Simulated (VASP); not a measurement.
Write the native input for VASP 6.6.1 that does the following.

- Task: single point
- Functional: PBE
- Potentials or basis: VASP PAW PBE potentials, release 64 (Cd, Te)
- Cutoff: 520 eV
- k mesh: 6 × 6 × 6
- Occupations: gaussian, width 0.01 eV
- Spin: no spin polarisation
- Dipole correction: no
- Further INCAR settings: ALGO = Normal; EDIFF = 1e-06; NBANDS = 16

The structure of CdTe lies in POSCAR:

```
CdTe
1.0
    0.0000000000      3.2799551162      3.2799551162
    3.2799551162      0.0000000000      3.2799551162
    3.2799551162      3.2799551162      0.0000000000
Cd Te
1 1
Direct
    0.0000000000      0.0000000000      0.0000000000
    0.2500000000      0.2500000000      0.2500000000
```

These files were run (other wordings do the same):

INCAR

```
SYSTEM = CdTe
PREC     = Accurate       ! precision mode
ENCUT    = 520            ! plane-wave cutoff, eV
EDIFF    = 1E-6           ! SCF threshold, eV
ISMEAR   = 0              ! smearing method
SIGMA    = 0.01           ! smearing width, eV
LREAL    = .False.        ! projectors in reciprocal space
LASPH    = .True.         ! aspherical terms in the spheres
NELM     = 60             ! most SCF steps
ALGO     = Normal         ! electronic algorithm
ISIF     = 2              ! what is computed and relaxed
LWAVE    = .False.        ! write WAVECAR
LCHARG   = .True.         ! write CHGCAR
GGA      = PE             ! functional
LELF     = .True.         ! ELF
LVHAR    = .True.       
NBANDS   = 16             ! bands
```

KPOINTS

```
regular mesh
0
Gamma
  6 6 6
  0 0 0
```

Potentials or basis: VASP PAW PBE potentials, release 64 (Cd, Te).

The run is started by

```console
$ cat potpaw_PBE.64/Cd/POTCAR potpaw_PBE.64/Te/POTCAR > POTCAR
$ mpirun -np 1 vasp_std > vasp.out
```

It gave:

```yaml
Pressure: 1.1 GPa
Band_gap_on_the_k_mesh: 0.66 eV, direct
```

Caveat: spin-orbit coupling is left out, which moves the levels of the heavy elements.

Wall time 7.8 s on 1 thread of Intel(R) Xeon(R) 6975P-C (Granite Rapids), with other jobs on the host, peak memory 0.2 GiB.
